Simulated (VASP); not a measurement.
A run of VASP 6.6.1 is set up as follows.

The input INCAR:

```
SYSTEM = BeSn
  ALGO = Fast
  EDIFF = 1E-6
  ENCUT = 520
  GGA = PE
  ISIF = 2
  ISMEAR = 0
  LASPH = .TRUE.
  LCHARG = .FALSE.
  LREAL = .FALSE.
  LWAVE = .FALSE.
  NBANDS = 24
  NELM = 60
  PREC = Accurate
  SIGMA = 0.1
```

The input KPOINTS:

```
k-points
0
G
  6 6 6
  0 0 0
```

The input POSCAR:

```
BeSn
1.0
    0.0000000000      3.2957696267      3.2957696267
    3.2957696267      0.0000000000      3.2957696267
    3.2957696267      3.2957696267      0.0000000000
Be Sn
2 2
Direct
    0.5000000000      0.5000000000      0.5000000000
    0.7500000000      0.7500000000      0.7500000000
    0.0000000000      0.0000000000      0.0000000000
    0.2500000000      0.2500000000      0.2500000000
```

Potentials or basis: VASP PAW PBE potentials, release 64 (Be, Sn_d).

Run with:

```sh
$ cat potpaw_PBE.64/Be/POTCAR potpaw_PBE.64/Sn_d/POTCAR > POTCAR
$ mpirun -np 1 vasp_std > vasp.out
```

Problem. What does it give for the band gap on the k mesh?

Solution. Zero (band 16 reaches 9.14 eV, above the bottom of band 17 at 6.98 eV).

Problem. What does it give for the pressure?

Solution. 6.4 GPa.

Caveat: spin-orbit coupling is left out, which moves the levels of the heavy elements.
